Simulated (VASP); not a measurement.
# Zn (P6_3/mmc) in VASP: notebook, part 2 of 2

VASP 6.6.1. The steps go on from the part before.

## (3) Relaxation of cell and atoms, LDA

This run uses another cell than the first one, of 15.33 Å³/atom, 1.141 times its volume.

INCAR reads:

```
SYSTEM = Zn
  PREC = Accurate
  ENCUT = 600
  EDIFF = 1E-6
  ISMEAR = 0
  SIGMA = 0.02
  LREAL = .False.
  LASPH = .True.
  NELM = 100
  ALGO = Normal
  ISIF = 3
  LWAVE = .False.
  LCHARG = .False.
  GGA = CA
  IBRION = 2
  NSW = 80
  EDIFFG = -0.03
```

KPOINTS reads:

```
Automatic mesh
0
Gamma
  9 9 4
  0 0 0
```

POSCAR reads:

```
Zn
1.0
    2.6700000000      0.0000000000      0.0000000000
   -1.3350000000      2.3122880000      0.0000000000
    0.0000000000      0.0000000000      4.9660000000
Zn
2
Direct
    0.3333333333      0.6666666667      0.2500000000
    0.6666666667      0.3333333333      0.7500000000
```

Potentials or basis: VASP PAW LDA potentials, release 64 (Zn).

Command:

```sh
$ cat potpaw_LDA.64/Zn/POTCAR > POTCAR
$ mpirun -np 1 vasp_std > vasp.out
```

OUTCAR:

```text
SYSTEM = Zn
   PREC = Accurate
   ENCUT = 600
   EDIFF = 1E-6
   ISMEAR = 0
   LREAL = .False.
   LASPH = .True.
   NELM = 100
   ISIF = 3
   GGA = CA
   IBRION = 2
   NSW = 80
   EDIFFG = -0.03

 ion  position               nearest neighbor table
   1  0.333  0.667  0.250-   2 2.92   2 2.92   2 2.92   2 2.92   2 2.92   2 2.92
   2  0.667  0.333  0.750-   1 2.92   1 2.92   1 2.92   1 2.92   1 2.92   1 2.92

  LATTYP: Found a hexagonal cell.
 ALAT       =     2.6700000000
 C/A-ratio  =     1.8599250936

  Lattice vectors:

 A1 = (   2.6700000000,   0.0000000000,   0.0000000000)
 A2 = (  -1.3350000000,   2.3122880000,   0.0000000000)
 A3 = (   0.0000000000,   0.0000000000,   4.9660000000)

Analysis of symmetry for initial positions (statically):
=====================================================================
 Subroutine PRICEL returns:
 Original cell was already a primitive cell.

 Routine SETGRP: Setting up the symmetry group for a
 hexagonal supercell.

 Subroutine GETGRP returns: Found 24 space group operations
 (whereof 12 operations were pure point group operations)
 out of a pool of 24 trial point group operations.

The static configuration has the point symmetry D_3d.
 The point group associated with its full space group is D_6h.

Analysis of symmetry for dynamics (positions and initial velocities):
=====================================================================
 Subroutine PRICEL returns:
 Original cell was already a primitive cell.

 Routine SETGRP: Setting up the symmetry group for a
 hexagonal supercell.

 Subroutine GETGRP returns: Found 24 space group operations
[... 136 lines left out ...]
 non-spin polarized calculation
 Gauss-broadening in eV      SIGMA  =   0.02
  energy-cutoff  :      600.00
  volume of cell :       30.66
 maximum number of plane-waves:      1051
 NGX is ok and might be reduce to    24
   NGX = 11   NGY = 11   NGZ = 19

--------------------------------------- Ionic step        1  -------------------------------------------

 number of electron      24.0000003 magnetization

 Free energy of the ion-electron system (eV)
  ---------------------------------------------------
  ext. energy  EPLUGINS =         0.00000000
  ---------------------------------------------------
  free energy    TOTEN  =        -3.59829099 eV

  energy without entropy =       -3.59787636  energy(sigma->0) =       -3.59808368

------------------------ aborting loop because EDIFF is reached ----------------------------------------

  FORCE on cell =-STRESS in cart. coord.  units (eV):
  Direction    XX          YY          ZZ          XY          YZ          ZX
  --------------------------------------------------------------------------------------
  -------------------------------------------------------------------------------------
  Total       -1.8648169     -1.8648171     -1.4624440      0.0000000      0.0000000      0.0000000
  in kB      -97.4511277    -97.4511422    -76.4240299      0.0000000      0.0000000      0.0000000
  external PRESSURE =     -90.4421000 kB  Pullay stress =       0.0000000 kB
[... 89 lines left out ...]
  FREE ENERGIE OF THE ION-ELECTRON SYSTEM (eV)
  ---------------------------------------------------
  free  energy   TOTEN  =        -3.7051603951 eV

  energy  without entropy=       -3.7044595160  energy(sigma->0) =       -3.70480996

[... ionic steps 4 to 8 ...]

--------------------------------------- Ionic step        9  -------------------------------------------

 number of electron      24.0000017 magnetization

------------------------ aborting loop because EDIFF is reached ----------------------------------------
[... 67 lines left out ...]
--------------------------------------- Ionic step       11  -------------------------------------------

 number of electron      24.0000017 magnetization

 Free energy of the ion-electron system (eV)
  ---------------------------------------------------
  ext. energy  EPLUGINS =         0.00000000
  ---------------------------------------------------
  free energy    TOTEN  =        -3.72307558 eV

  energy without entropy =       -3.72238503  energy(sigma->0) =       -3.72273030

 E-fermi :   3.8764     XC(G=0): -12.5355

 val. band max:        3.7806653863   @ k =   0.3333   0.2222   0.2500
 cond. band min:       3.8774825471   @ k =   0.3333   0.3333   0.2500
 fundamental gap:      0.0968171608
 Fermi energy:         3.8763693389

 k-point     1 :       0.0000    0.0000    0.0000
  band No.  band energies     occupation
      1      -7.5952      2.00000
      2      -5.3864      2.00000
      3      -4.5106      2.00000
      4      -4.2949      2.00000
      5      -4.2949      2.00000
      6      -4.2182      2.00000
[... 433 lines left out ...]
      3      -4.6297      2.00000
      4      -4.4410      2.00000
      5      -4.2964      2.00000
      6      -4.2964      2.00000
[... 8 lines left out ...]
     15       7.6343      0.00000
     16       7.6527      0.00000

 [... further k-points ...]
[... 5 lines left out ...]
  --------------------------------------------------------------------------------------
  -------------------------------------------------------------------------------------
  Total        0.0022015      0.0022015      0.0344103      0.0000000      0.0000000      0.0000000
  in kB        0.1304899      0.1304899      2.0396019      0.0000000      0.0000000      0.0000000
  external PRESSURE =       0.7668605 kB  Pullay stress =       0.0000000 kB
[... 17 lines left out ...]
  FREE ENERGIE OF THE ION-ELECTRON SYSTEM (eV)
  ---------------------------------------------------
  free  energy   TOTEN  =        -3.7230755751 eV

  energy  without entropy=       -3.7223850317  energy(sigma->0) =       -3.72273030

 reached required accuracy - stopping structural energy minimisation
```

CONTCAR:

```text
Zn
   1.00000000000000
     2.5974970719509871   -0.0000000000000000   -0.0000000000000000
    -1.2987485359754936    2.2494986079150761   -0.0000000000000000
     0.0000000000000000   -0.0000000000000000    4.6260727506672126
  Zn
     2
Direct
     0.3333333332999970    0.6666666667000030    0.2500000000000000
     0.6666666667000030    0.3333333332999970    0.7500000000000000

  0.00000000E+00  0.00000000E+00  0.00000000E+00
  0.00000000E+00  0.00000000E+00  0.00000000E+00
```

Wall time 2.6 min (1 thread of Intel Xeon 8259CL, shared host); peak memory 0.16 GiB.

What came out:

```
Free energy                            : -3.7231 eV
Relaxed volume                         : 13.52 Å³/atom
Relaxed cell                           : a = 2.597 Å, b = 2.597 Å, c = 4.626 Å, α = 90.00°, β = 90.00°, γ = 120.00°
Space group after relaxing (to 0.05 Å) : P6_3/mmc (No. 194)
Energy gained by relaxing              : 62.4 meV/atom
Ionic steps                            : 11
Pressure after relaxing                : 0.1 GPa
Band gap on the k mesh                 : zero (band 12 reaches 4.57 eV, above the bottom of band 13 at 1.31 eV)
```

Stress tensor (GPa, compression positive):
```
0.01 0.00 0.00
0.00 0.01 0.00
0.00 0.00 0.20
```

The path:
| step | energy change (eV) | largest force (eV/Å) | pressure (GPa) | volume (Å³) |
| --- | --- | --- | --- | --- |
| 1 | 0.0000 | 0.0000 | -9.04 | 30.66 |
| 2 | -0.1050 | 0.0000 | 1.23 | 26.98 |
| 3 | -0.1069 | 0.0000 | 0.07 | 27.33 |
| 4 | -0.1069 | 0.0000 | -0.21 | 27.39 |
| 5 | -0.1097 | 0.0000 | -0.52 | 27.31 |
| 6 | -0.1228 | 0.0000 | 0.10 | 27.05 |
| 7 | -0.1169 | 0.0000 | 2.03 | 26.49 |
| 8 | -0.1224 | 0.0000 | 0.76 | 26.81 |
| 9 | -0.1246 | 0.0000 | 0.43 | 26.94 |
| 10 | -0.1244 | 0.0000 | -0.63 | 27.17 |
| 11 | -0.1248 | 0.0000 | 0.08 | 27.03 |

Final structure:
```yaml
crystal:
  lattice:
    - [2.59750, 0.00000, 0.00000]
    - [-1.29875, 2.24950, 0.00000]
    - [0.00000, 0.00000, 4.62607]
  atoms:
    - { symbol: Zn, position: [0.33333, 0.66667, 0.25000] }
    - { symbol: Zn, position: [0.66667, 0.33333, 0.75000] }
```

Caveat: the volume moved by -12 % from the deposited cell, more than functionals usually miss. Zero-point motion and thermal expansion aren't in these numbers.
